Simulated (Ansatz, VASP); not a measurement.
SiO2: VASP beside Ansatz

```xyz
6
Lattice="4.3363 0.0000 0.0000 0.0000 4.3363 0.0000 0.0000 0.0000 2.6781" Properties=species:S:1:pos:R:3 pbc="T T T"
Si    2.1682    2.1682    1.3391
Si    0.0000    0.0000    0.0000
O     3.0112    3.0112    0.0000
O     0.8431    3.4932    1.3391
O     1.3251    1.3251    0.0000
O     3.4932    0.8431    1.3391
```

Alike in both runs: task single point; functional LDA; k mesh 6 × 6 × 10; occupations gaussian, width 0.05 eV; no spin polarisation.

|  | VASP | Ansatz |
| --- | --- | --- |
| version | VASP 6.6.1 | Ansatz 0.2.0 |
| potentials or method | VASP PAW LDA potentials, release 64 (Si, O), cutoff 520 eV | scalar-relativistic, plane waves, PAW |
| valence electrons in the cell | 32 | 32 |

|  | VASP | Ansatz | Ansatz less VASP |
| --- | --- | --- | --- |
| gap on the k mesh at the Fermi level (eV) | 4.33 | 4.34 | +0.005 |
| least direct gap on the mesh (eV) | 4.33 | 4.34 | +0.005 |
| pressure (GPa) | -23.1 | -24.0 | -0.84 |
| traceless stress, the component that is largest in VASP (GPa) | 6.95 | 6.28 | -0.666 |
| rms of the force components (eV/Å) | 0.387 | 0.408 | +0.0207 |

Ansatz warns that its potentials were made for another functional, while VASP's fit it. LDA's correlation is that of Perdew and Zunger in VASP and of Perdew and Wang (1992) in Ansatz. Atom by atom the forces differ by 0.021 eV/Å (rms over components).
